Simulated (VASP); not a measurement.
Sb:

```xyz
4
Lattice="5.5958 0.0000 0.0000 0.0000 5.5958 0.0000 0.0000 0.0000 4.2636" Properties=species:S:1:pos:R:3 pbc="T T T"
Sb    0.8500    1.9128    2.1318
Sb    4.7458    3.6829    2.1318
Sb    3.6829    0.8500    2.1318
Sb    1.9128    4.7458    2.1318
```

| Property | Result |
| --- | --- |
| Program | VASP 6.6.1 |
| Task | relaxation of cell and atoms |
| Functional | PBE |
| Potentials or basis | VASP PAW PBE potentials, release 64 (Sb) |
| Cutoff | 600 eV |
| k mesh | 4 × 4 × 4 |
| Occupations | gaussian, width 0.1 eV |
| Spin | no spin polarisation |

At the start: pressure 14.8 GPa; volume 33.38 Å³/atom.

Task: How do energy, volume and symmetry change on relaxing?

Result: Over 37 steps the energy falls by 1037.0 meV/atom and the volume is 30.30 Å³/atom (-9.2 %); space group P4/mbm (No. 127, to 0.05 Å).

The path:
```
step  energy change (eV)  largest force (eV/Å)  pressure (GPa)  volume (Å³)
   1              0.0000                4.2658           14.82       133.50
   2             -0.8617                0.2126           -7.49       199.47
   3             -2.1407                0.4650           -2.94       162.52
   4             -2.1471                0.4882           -2.60       161.30
   5             -2.1508                0.5301           -2.00       159.26
   6             -2.4398                0.5313           -1.87       150.69
   7             -3.0087                0.5123           -1.00       136.92
   8             -3.7424                0.3883            5.64       110.87
   9             -3.7502                0.3292            2.98       116.87
  10             -3.7679                0.3476            3.92       114.46
  11             -3.8421                0.2879            3.71       113.32
  12             -3.8452                0.2265            3.81       112.70
  13             -3.8473                0.2465            3.75       112.94
  14             -3.8951                0.2193            2.24       115.47
  15             -3.9231                0.1864           -0.71       121.64
  16             -3.9265                0.1905           -0.09       120.17
  17             -3.9265                0.1910           -0.03       120.02
  18             -3.9287                0.1898           -0.02       120.01
  19             -3.9350                0.1868           -0.01       119.99
  20             -3.9477                0.1985            0.09       119.95
  21             -3.9737                0.1900            0.28       119.87
  22             -4.0092                0.1775            0.69       119.70
  23             -4.0372                0.3136            1.56       119.35
  24             -4.0394                0.3133            1.51       119.45
  25             -4.0455                0.3123            1.37       119.72
  26             -4.0563                0.3096            1.10       120.28
  27             -4.0720                0.3030            0.55       121.40
  28             -4.0847                0.3098           -0.53       123.65
  29             -4.0898                0.2989           -0.49       123.41
  30             -4.1029                0.2656           -0.37       122.70
  31             -4.1210                0.2349           -0.06       121.28
  32             -4.1060                0.0127            0.97       118.46
  33             -4.1254                0.1678            0.20       120.39
  34             -4.1347                0.1216            0.32       120.12
  35             -4.1442                0.0230            0.69       119.51
  36             -4.1474                0.0245            0.30       120.39
  37             -4.1481                0.0258           -0.05       121.19
```

Final structure:
```yaml
crystal:
  lattice:
    - [6.08610, 0.00000, 0.00000]
    - [0.00000, 6.08610, 0.00000]
    - [0.00000, 0.00000, 3.27181]
  atoms:
    - { symbol: Sb, position: [0.24618, 0.25447, 0.50000] }
    - { symbol: Sb, position: [0.75382, 0.74553, 0.50000] }
    - { symbol: Sb, position: [0.74553, 0.24618, 0.50000] }
    - { symbol: Sb, position: [0.25447, 0.75382, 0.50000] }
```

Caveat: the k points lie up to 0.48 Å⁻¹ apart in the final cell.
